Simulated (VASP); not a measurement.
# ZnS (Wurtzite-2H): single point with PBEsol

ZnS (Wurtzite-2H):

```
Zn S
1.0
     3.81100    0.00000    0.00000
    -1.90550    3.30042    0.00000
     0.00000    0.00000    6.23400
Zn S
2 2
Direct
  0.66640 0.33155 0.50024
  0.33257 0.68808 0.00560
  0.68134 0.34264 0.87989
  0.32363 0.66659 0.38994
```

| Item | Value |
| --- | --- |
| Program | VASP 6.6.1 |
| Task | single point |
| Functional | PBEsol |
| Potentials or basis | VASP PAW PBE potentials, release 64 (Zn, S) |
| Cutoff | 520 eV |
| k mesh | 6 × 6 × 3 |
| Occupations | fermi-dirac, width 0.05 eV |
| Spin | no spin polarisation |
| Dipole correction | no |
| Further INCAR settings | ALGO = Normal; EDIFF = 1e-07; NBANDS = 26 |

```
Pressure               : -1.0 GPa
Largest force          : 0.640 eV/Å
Band gap on the k mesh : 2.06 eV, direct
```

Forces in eV/Å, atoms in the order of the input:
```
Zn  -0.240  0.020  0.327
Zn   0.396 -0.190  0.172
S   -0.451  0.144  0.068
S    0.295  0.026 -0.568
```

Stress tensor (GPa, compression positive):
```
-0.72  1.35  0.17
 1.35 -0.20 -0.16
 0.17 -0.16 -1.97
```

Levels at points of the mesh, in eV from the valence-band top:
| k point | band 16 | band 17 | band 18 | band 19 | band 20 | band 21 |
| --- | --- | --- | --- | --- | --- | --- |
| (0.00, 0.00, 0.00) | -0.10 | -0.07 | 0.00 | 2.06 | 2.88 | 6.10 |
| (0.50, 0.00, 0.00) | -2.32 | -1.80 | -0.99 | 3.48 | 4.22 | 5.20 |
| (0.00, 0.50, 0.00) | -2.32 | -1.69 | -0.99 | 3.49 | 4.11 | 4.91 |
| (0.50, 0.50, 0.00) | -2.35 | -1.53 | -1.01 | 3.36 | 4.02 | 4.87 |

It took 80 s on 1 thread of Intel(R) Xeon(R) Platinum 8259CL CPU @ 2.50GHz (Skylake/Cascade Lake), on a shared host, peak memory 0.24 GiB.

Caveat: the PAW data sets were made with another functional, which shifts forces and pressure a little. PBEsol gaps usually lie below the measured ones, often by a third to a half.
